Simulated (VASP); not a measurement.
# Si2Mo (Fmm2) in VASP: further runs

Si2Mo is run at these levels: PBEsol; tasks: single point.

Everything below comes from runs of VASP 6.6.1. Logs are shortened: lines on timing, memory, paths and dates and some standing lists are left out, and cuts for length are marked.

## Step 1: The cell of the first run

Symmetry: Fmm2, No. 42, orthorhombic system. Conventional cell: a = 4.511 Å, b = 7.821 Å, c = 4.511 Å, α = 90.00°, β = 90.00°, γ = 90.00°. Si (site symmetry m) has 4 Mo at 2.18 to 2.67 Å and 5 Si at 2.58 to 2.62 Å within 2.9 Å. Within 2.9 Å of Mo (site symmetry mm2) lie 8 Si at 2.18 to 2.67 Å.

## Step 2: Single point, PBEsol (all Si atoms moved -0.500 Å, as atom 1 along Cartesian [1 -1 0])

File INCAR:

```
SYSTEM = Si2Mo
ALGO = Normal ; EDIFF = 1E-7
ENCUT = 520 ; GGA = PS
ISIF = 2 ; ISMEAR = 0
LASPH = .True. ; LCHARG = .False.
LREAL = .False. ; LWAVE = .False.
NBANDS = 18 ; NELM = 80
PREC = Accurate ; SIGMA = 0.15
```

File KPOINTS:

```
k-points
0
Gamma
  20 20 20
  0 0 0
```

File POSCAR:

```
Si2Mo
1.0
   -1.5950350850      1.5950350850      3.9106920018
    1.5950350850     -1.5950350850      3.9106920018
    1.5950350850      1.5950350850     -3.9106920018
Si Mo
2 1
Direct
    0.4458890107      0.2242303187      0.0000000000
    0.7757696813      0.5541109893      0.0000000000
    0.0000000000      0.0000000000      0.0000000000
```

Potentials or basis: VASP PAW PBE potentials, release 64 (Si, Mo_sv).

On the command line:

```console
$ cat potpaw_PBE.64/Si/POTCAR potpaw_PBE.64/Mo_sv/POTCAR > POTCAR
$ mpirun -np 1 vasp_std > vasp.out
```

OUTCAR:

```text
SYSTEM = Si2Mo
   EDIFF = 1E-7
   ENCUT = 520
   GGA = PS
   ISIF = 2
   ISMEAR = 0
   LASPH = .True.
   LREAL = .False.
   NELM = 80
   PREC = Accurate

 ion  position               nearest neighbor table
   1  0.446  0.224  0.000-   3 2.18   2 2.58   2 2.62   2 2.62   2 2.62   2 2.62   3 2.65   3 2.65
                             3 2.67   3 3.04
   2  0.776  0.554  0.000-   3 2.18   1 2.58   1 2.62   1 2.62   1 2.62   1 2.62   3 2.65   3 2.65
                             3 2.67   3 3.04
   3  0.000  0.000  0.000-   2 2.18   1 2.18   1 2.65   2 2.65   2 2.65   1 2.65   2 2.67   1 2.67
                             2 3.04   1 3.04

  LATTYP: Found a body centered tetragonal cell.
 ALAT       =     3.1900701700
 C/A-ratio  =     2.4517905835

  Lattice vectors:

 A1 = (  -1.5950350850,   1.5950350850,   3.9106920018)
 A2 = (   1.5950350850,  -1.5950350850,   3.9106920018)
 A3 = (   1.5950350850,   1.5950350850,  -3.9106920018)

Analysis of symmetry for initial positions (statically):
=====================================================================
 Subroutine PRICEL returns:
 Original cell was already a primitive cell.

 Routine SETGRP: Setting up the symmetry group for a
 body centered tetragonal supercell.

 Subroutine GETGRP returns: Found  4 space group operations
 (whereof  4 operations were pure point group operations)
 out of a pool of 16 trial point group operations.

The static configuration has the point symmetry C_2v.

Analysis of symmetry for dynamics (positions and initial velocities):
=====================================================================
 Subroutine PRICEL returns:
 Original cell was already a primitive cell.

 Routine SETGRP: Setting up the symmetry group for a
 body centered tetragonal supercell.

 Subroutine GETGRP returns: Found  4 space group operations
 (whereof  4 operations were pure point group operations)
 out of a pool of 16 trial point group operations.

The dynamic configuration has the point symmetry C_2v.

 Subroutine INISYM returns: Found  4 space group operations
 (whereof  4 operations are pure point group operations),
 and found     1 'primitive' translations

----------------------------------------------------------------------------------------

                                     Primitive cell

  volume of cell :      39.7973

  direct lattice vectors                    reciprocal lattice vectors
    -1.595035085  1.595035085  3.910692002     0.000000000  0.313472728  0.127854610
     1.595035085 -1.595035085  3.910692002     0.313472728  0.000000000  0.127854610
     1.595035085  1.595035085 -3.910692002     0.313472728  0.313472728  0.000000000

  length of vectors
     4.514619118  4.514619118  4.514619118     0.338543871  0.338543871  0.443317384

  position of ions in fractional coordinates (direct lattice)
     0.445889011  0.224230319  0.000000000
     0.775769681  0.554110989  0.000000000
     0.000000000  0.000000000  0.000000000

  ion indices of the primitive-cell ions
   primitive index   ion index
                 1           1
                 2           2
                 3           3

----------------------------------------------------------------------------------------

 KPOINTS: k-points

Automatic generation of k-mesh.
 Grid dimensions read from file:
 generate k-points for:   20   20   20

 Generating k-lattice:

  Cartesian coordinates                     Fractional coordinates (reciprocal lattice)
     0.000000000  0.015673636  0.006392730     0.050000000  0.000000000  0.000000000
     0.015673636  0.000000000  0.006392730     0.000000000  0.050000000  0.000000000
     0.015673636  0.015673636  0.000000000     0.000000000  0.000000000  0.050000000

  Length of vectors
     0.016927194  0.016927194  0.022165869

  Shift w.r.t. Gamma in fractional coordinates (k-lattice)
     0.000000000  0.000000000  0.000000000

 Subroutine IBZKPT returns following result:
 ===========================================

 Found   1166 irreducible k-points:

 Following reciprocal coordinates:
            Coordinates               Weight
  0.000000  0.000000  0.000000      1.000000
  0.050000 -0.000000  0.000000      8.000000
  0.100000  0.000000  0.000000      8.000000
  0.150000  0.000000  0.000000      8.000000
  0.200000  0.000000  0.000000      8.000000
  0.250000 -0.000000  0.000000      8.000000
[... 16 lines left out ...]
  0.000000  0.350000 -0.050000      8.000000
  0.350000  0.050000 -0.000000      8.000000
 [... further k-points ...]
   k-points           NKPTS =   1166   k-points in BZ     NKDIM =   1166   number of bands    NBANDS=     18
   number of dos      NEDOS =    301   number of ions     NIONS =      3
   total plane-waves  NPLWV =  46656
   dimension x,y,z NGX =    36 NGY =   36 NGZ =   36
   dimension x,y,z NGXF=    72 NGYF=   72 NGZF=   72
   ions per type =               2   1
   NGX,Y,Z   is equivalent  to a cutoff of  13.26, 13.26, 13.26 a.u.
   NGXF,Y,Z  is equivalent  to a cutoff of  26.51, 26.51, 26.51 a.u.
 SYSTEM =  Si2Mo
   PREC   = accura    normal or accurate (medium, high low for compatibility)
   ISTART =      0    job   : 0-new  1-cont  2-samecut
   ICHARG =      2    charge: 1-file 2-atom 10-const
   ISPIN  =      1    spin polarized calculation?
   LNONCOLLINEAR =      F non collinear calculations
   LSORBIT =      F    spin-orbit coupling
   LASPH  =      T    aspherical Exc in radial PAW
   ENCUT  =  520.0 eV  38.22 Ry    6.18 a.u.   8.39  8.39  8.39*2*pi/ulx,y,z
   NELM   =     80;   NELMIN=  2; NELMDL= -5     # of ELM steps
   EDIFF  = 0.1E-06   stopping-criterion for ELM
   LREAL  =      F    real-space projection
   EDIFFG = 0.1E-05   stopping-criterion for IOM
   NSW    =      0    number of steps for IOM
   IBRION =     -1    ionic relax: 0-MD 1-quasi-New 2-CG
   NFREE  =      0    steps in history (QN), initial steepest desc. (CG)
   ISIF   =      2    stress and relaxation
   ISYM   =      2    0-nonsym 1-usesym 2-fastsym
   POTIM  = 0.5000    time-step for ionic-motion
   TEBEG  =    0.0;   TEEND  =   0.0 temperature during run
   PSTRESS=    0.0 pullay stress
   NELECT =      22.0000    total number of electrons
   NUPDOWN=      -1.0000    fix difference up-down
   EMIN   =  10.00;   EMAX   =-10.00  energy-range for DOS
   EFERMI =   0.00;   METHOD = LEGACY
   ISMEAR =     0;   SIGMA  =   0.15  broadening in eV -4-tet -1-fermi 0-gaus
   EFERMI_NEDOS =   21; number of points for ismear=-14 and -15
   IALGO  =     38    algorithm
   IMIX   =      4    mixing-type and parameters
     AMIX     =   0.40;   BMIX     =  1.00
     AMIX_MAG =   1.60;   BMIX_MAG =  1.00
  volume/ion in A,a.u.               =      13.27        89.52
  Fermi-wavevector in a.u.,A,eV,Ry     =   1.343583  2.539003 24.561429  1.805214
  Thomas-Fermi vector in A             =   2.471645
   LORBIT       =      0    0 simple, 1 ext, 2 COOP (PROOUT), +10 PAW based schemes
   GGA     = PS    functional components
   LHFCALC =     F    Hartree Fock is set to
   AEXX    =    0.0000 exact exchange contribution
   IVDW    =     0    specifies the selected vdW correction
   LEPSILON=     F    determine dielectric tensor
   LRPA    =     F    only Hartree local field effects (RPA)
 non-spin polarized calculation
 Gauss-broadening in eV      SIGMA  =   0.15
  energy-cutoff  :      520.00
  volume of cell :       39.80
 maximum number of plane-waves:      1104
 NGX is ok and might be reduce to    36
   NGX = 17   NGY = 17   NGZ = 17

 number of electron      22.0000000 magnetization

 Free energy of the ion-electron system (eV)
  ---------------------------------------------------
  ext. energy  EPLUGINS =         0.00000000
  ---------------------------------------------------
  free energy    TOTEN  =       -23.41428873 eV

  energy without entropy =      -23.41346437  energy(sigma->0) =      -23.41387655

 E-fermi :  12.2804     XC(G=0): -12.5041

 val. band max:       12.2796431931   @ k =   0.5000   0.5000   0.3000
 cond. band min:      12.2867700466   @ k =   0.0000   0.0000   0.0000
 fundamental gap:      0.0071268535
 Fermi energy:        12.2803772743

 k-point     1 :       0.0000    0.0000    0.0000
  band No.  band energies     occupation
      1     -48.1156      2.00000
      2     -22.4496      2.00000
      3     -22.3554      2.00000
      4     -22.1689      2.00000
      5      -1.1549      2.00000
      6       5.9286      2.00000
[... 10 lines left out ...]
     17      18.2505      0.00000
     18      18.8216      0.00000

 k-point     2 :       0.0500   -0.0000    0.0000
  band No.  band energies     occupation
      1     -48.1151      2.00000
      2     -22.4491      2.00000
      3     -22.3587      2.00000
      4     -22.1720      2.00000
      5      -1.1090      2.00000
      6       5.9325      2.00000
[... 10 lines left out ...]
     17      18.4173      0.00000
     18      18.9536      0.00000

 k-point     3 :       0.1000    0.0000    0.0000
  band No.  band energies     occupation
      1     -48.1136      2.00000
      2     -22.4476      2.00000
      3     -22.3692      2.00000
      4     -22.1801      2.00000
      5      -0.9724      2.00000
      6       5.9359      2.00000
[... 10 lines left out ...]
     17      18.7317      0.00000
     18      19.3917      0.00000

 k-point     4 :       0.1500    0.0000    0.0000
  band No.  band energies     occupation
      1     -48.1114      2.00000
      2     -22.4453      2.00000
      3     -22.3879      2.00000
      4     -22.1901      2.00000
      5      -0.7478      2.00000
      6       5.9097      2.00000
[... 10 lines left out ...]
     17      19.1146      0.00000
     18      20.0569      0.00000

 k-point     5 :       0.2000    0.0000    0.0000
  band No.  band energies     occupation
      1     -48.1085      2.00000
      2     -22.4424      2.00000
      3     -22.4147      2.00000
      4     -22.1990      2.00000
      5      -0.4398      2.00000
      6       5.7934      2.00000
[... 10 lines left out ...]
     17      19.4266      0.00000
     18      20.8613      0.00000

 k-point     6 :       0.2500   -0.0000    0.0000
  band No.  band energies     occupation
      1     -48.1054      2.00000
      2     -22.4493      2.00000
      3     -22.4380      2.00000
      4     -22.2051      2.00000
      5      -0.0547      2.00000
      6       5.5179      2.00000
[... 10 lines left out ...]
     17      19.5585      0.00000
     18      21.6846      0.00000

 k-point     7 :       0.3000    0.0000    0.0000
  band No.  band energies     occupation
      1     -48.1022      2.00000
      2     -22.4845      2.00000
      3     -22.4353      2.00000
      4     -22.2084      2.00000
      5       0.3995      2.00000
      6       5.0874      2.00000
[... 10 lines left out ...]
     17      19.6419      0.00000
     18      21.4630      0.00000

 k-point     8 :       0.3500    0.0000    0.0000
  band No.  band energies     occupation
      1     -48.0994      2.00000
      2     -22.5181      2.00000
      3     -22.4324      2.00000
      4     -22.2098      2.00000
      5       0.9130      2.00000
      6       4.5617      2.00000
[... 10 lines left out ...]
     17      19.7191      0.00000
     18      21.0646      0.00000
[... 229 lines left out ...]
     17      19.2068      0.00000
     18      20.8684      0.00000

 k-point    20 :       0.2500    0.0500    0.0000
  band No.  band energies     occupation
      1     -48.1049      2.00000
      2     -22.4490      2.00000
      3     -22.4383      2.00000
      4     -22.2115      2.00000
      5       0.0423      2.00000
      6       5.3592      2.00000
[... 10 lines left out ...]
     17      19.4336      0.00000
     18      21.5867      0.00000

 k-point    21 :      -0.0000    0.3000   -0.0500
  band No.  band energies     occupation
      1     -48.1049      2.00000
      2     -22.4513      2.00000
      3     -22.4382      2.00000
      4     -22.2095      2.00000
      5       0.0480      2.00000
      6       5.3700      2.00000
[... 10 lines left out ...]
     17      19.3931      0.00000
     18      21.4462      0.00000

 k-point    22 :       0.3000    0.0500    0.0000
  band No.  band energies     occupation
      1     -48.1017      2.00000
      2     -22.4838      2.00000
      3     -22.4356      2.00000
      4     -22.2150      2.00000
      5       0.5012      2.00000
      6       4.9821      2.00000
[... 10 lines left out ...]
     17      19.5276      0.00000
     18      21.4648      0.00000

 k-point    23 :       0.0000    0.3500   -0.0500
  band No.  band energies     occupation
      1     -48.1017      2.00000
      2     -22.4857      2.00000
      3     -22.4356      2.00000
      4     -22.2133      2.00000
      5       0.5071      2.00000
      6       4.9947      2.00000
[... 10 lines left out ...]
     17      19.6537      0.00000
     18      21.0704      0.00000

 k-point    24 :       0.3500    0.0500   -0.0000
  band No.  band energies     occupation
      1     -48.0989      2.00000
      2     -22.5174      2.00000
      3     -22.4325      2.00000
      4     -22.2163      2.00000
      5       1.0164      2.00000
      6       4.4970      2.00000
[... 10 lines left out ...]
     17      19.6700      0.00000
     18      21.3381      0.00000

 [... further k-points ...]

------------------------ aborting loop because EDIFF is reached ----------------------------------------

  FORCE on cell =-STRESS in cart. coord.  units (eV):
  Direction    XX          YY          ZZ          XY          YZ          ZX
  --------------------------------------------------------------------------------------
  -------------------------------------------------------------------------------------
  Total        4.9491354      4.9491354      4.8624398     -5.4104706      0.0000000      0.0000000
  in kB      199.2442657    199.2442657    195.7540406   -217.8168810      0.0000000      0.0000000
  external PRESSURE =     198.0808573 kB  Pullay stress =       0.0000000 kB

 VOLUME and BASIS-vectors are now :
 -----------------------------------------------------------------------------
  energy-cutoff  :      520.00
  volume of cell :       39.80
      direct lattice vectors                 reciprocal lattice vectors
    -1.595035085  1.595035085  3.910692002     0.000000000  0.313472728  0.127854610
     1.595035085 -1.595035085  3.910692002     0.313472728  0.000000000  0.127854610
     1.595035085  1.595035085 -3.910692002     0.313472728  0.313472728  0.000000000

 POSITION                                       TOTAL-FORCE (eV/Angst)
 -----------------------------------------------------------------------------------
     -0.35355      0.35355      2.62063         2.888223     -2.888223     -1.963523
     -0.35355      0.35355      5.20075         2.888223     -2.888223      1.963523
      0.00000      0.00000      0.00000        -5.776446      5.776446      0.000000
 -----------------------------------------------------------------------------------
    total drift:                                0.000022     -0.000022     -0.000000

  FREE ENERGIE OF THE ION-ELECTRON SYSTEM (eV)
  ---------------------------------------------------
  free  energy   TOTEN  =       -23.4142887304 eV

  energy  without entropy=      -23.4134643726  energy(sigma->0) =      -23.41387655
```

It took 36 min on 1 thread of Oxide Virtual Turin-like, shared host; peak memory 0.81 GiB.

What came out:

| Item | Value |
| --- | --- |
| Free energy | -23.4143 eV |
| Pressure | 19.8 GPa |
| Largest force | 8.169 eV/Å |
| Band gap on the k mesh | zero (bands 11 and 12 overlap by 0.01 eV) |

Forces on the atoms (eV/Å):
```
Si   2.888 -2.888 -1.964
Si   2.888 -2.888  1.964
Mo  -5.776  5.776  0.000
```

Caveat: the cell differs from its parent crystal (all Si atoms moved -0.500 Å, as atom 1 along Cartesian [1 -1 0]); the cell stands under pressure; the PAW data sets were made with another functional, which shifts forces and pressure a little.

[end of part 1 of 2]
